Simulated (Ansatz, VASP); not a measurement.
## Y2Zn in VASP and in Ansatz

```
Y Zn
1.0
     4.64421    0.00000    0.00000
     0.00000    4.64421    0.00000
     0.00000    0.00000    6.68587
Y Zn
4 2
Cartesian
  0.0000 2.3221 1.3572
  0.0000 2.3221 4.7002
  2.3221 0.0000 1.9857
  2.3221 0.0000 5.3286
  0.0000 0.0000 0.0000
  2.3221 2.3221 3.3429
```

Alike in both runs: task relaxation of cell and atoms; functional PBE; k mesh 4 × 4 × 4; occupations gaussian, width 0.1 eV; no spin polarisation.

|  | VASP | Ansatz |
| --- | --- | --- |
| version | VASP 6.6.1 | Ansatz 0.2.0 |
| potentials or method | VASP PAW PBE potentials, release 64 (Y_sv, Zn), cutoff 500 eV | scalar-relativistic, plane waves, PAW |
| valence electrons in the cell | 68 | 68 |

VASP gave:

- gap on the k mesh at the Fermi level, each at its own relaxed structure (eV): none
- relaxed volume (Å³/atom): 28.92
- relaxed length of the cell vector where the two differ most in proportion (Å): 4.936

Question: Which values does Ansatz return?

Answer: gap on the k mesh at the Fermi level, each at its own relaxed structure (eV): none; relaxed volume (Å³/atom): 29.03; relaxed length of the cell vector where the two differ most in proportion (Å): 4.943.

A gap of «none» marks a metal or a gap that the smearing closes.

Noted on VASP's run: the volume moved by over 15 % at a fixed basis, so the end points are rough.
